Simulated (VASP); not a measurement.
Input of a VASP 6.6.1 run:

File INCAR:

```
SYSTEM = SiC
PREC = Accurate
ENCUT = 520
EDIFF = 1E-6
ISMEAR = 0
SIGMA = 0.1
LREAL = .False.
LASPH = .True.
NELM = 60
ALGO = Normal
ISIF = 2
LWAVE = .False.
LCHARG = .False.
GGA = PE
NBANDS = 11
```

Contents of KPOINTS:

```
Automatic mesh
0
Gamma
  20 20 20
  0 0 0
```

POSCAR

```
SiC
1.0
    2.6415596723      0.0000000000      0.0000000000
    0.0000000000      2.6415596723      0.0000000000
    0.0000000000      0.0000000000      2.6415596723
Si C
1 1
Direct
    0.5000000000      0.5000000000      0.5000000000
    0.0000000000      0.0000000000      0.0000000000
```

Potentials or basis: VASP PAW PBE potentials, release 64 (Si, C).

Run with:

```bash
$ cat potpaw_PBE.64/Si/POTCAR potpaw_PBE.64/C/POTCAR > POTCAR
$ mpirun -np 1 vasp_std > vasp.out
```

Q: Estimate the pressure.

A: 0.1 GPa.

Q: Predict the band gap on the k mesh.

A: Zero (band 4 reaches 12.40 eV, above the bottom of band 5 at 8.41 eV).
